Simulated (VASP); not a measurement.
Write the native input for VASP 6.6.1 that does the following.

```
Task                   : single point
Functional             : PBE
Potentials or basis    : VASP PAW PBE potentials, release 64 (Gd, Ir, F)
Cutoff                 : 520 eV
k mesh                 : 4 × 4 × 4
Occupations            : gaussian, width 0.1 eV
Spin                   : collinear spin, ferrimagnetic start
Starting moments       : [-7.0, -7.0, -1.0, 1.0, 0.0, 0.0] μB
Dipole correction      : no
Further INCAR settings : ALGO = Normal; EDIFF = 1e-06; NBANDS = 47
```

The structure of GdIrF lies in POSCAR:

```
GdIrF
1.0
    4.2236551600      0.0000000000      0.0000000000
    0.0000000000      4.2236551600      0.0000000000
    0.0000000000      0.0000000000      6.3552383000
Gd Ir F
2 2 2
Direct
    0.5000000000      0.0000000000      0.7290773400
    0.0000000000      0.5000000000      0.2709226600
    0.0000000000      0.0000000000      0.5000000000
    0.5000000000      0.5000000000      0.5000000000
    0.0000000000      0.0000000000      0.0000000000
    0.5000000000      0.5000000000      0.0000000000
```

The cell was generated, and may not be a known phase.

One way to write it, as run:

INCAR

```
SYSTEM = GdIrF
ALGO = Normal
EDIFF = 1E-6
ENCUT = 520
GGA = PE
ISIF = 2
ISMEAR = 0
ISPIN = 2
LASPH = .True.
LCHARG = .False.
LMAXMIX = 6
LORBIT = 11
LREAL = .False.
LWAVE = .False.
MAGMOM = -7 -7 -1 1 0 0
NBANDS = 47
NELM = 150
PREC = Accurate
SIGMA = 0.1
```

KPOINTS

```
k-points
0
Gamma
  4 4 4
  0 0 0
```

Potentials or basis: VASP PAW PBE potentials, release 64 (Gd, Ir, F).

Run with:

```bash
$ cat potpaw_PBE.64/Gd/POTCAR potpaw_PBE.64/Ir/POTCAR potpaw_PBE.64/F/POTCAR > POTCAR
$ mpirun -np 1 vasp_std > vasp.out
```

Results of the run:

* Pressure: 12.2 GPa
* Largest force: 7.517 eV/Å
* Net moment: -14.19 μB per cell
* Site moments: Gd -6.77; Ir -0.06; F -0.00 μB
* Valence electrons inside the program's atomic spheres: Gd 15.42; Ir 8.59; F 6.05

Caveat: the k points lie up to 0.37 Å⁻¹ apart; forces of over 1 eV/Å act on the atoms, so gaps and moduli don't describe the material at rest.

Wall time 36 min on 1 thread of Intel Xeon 8259CL, on a shared host, peak memory 0.37 GiB.
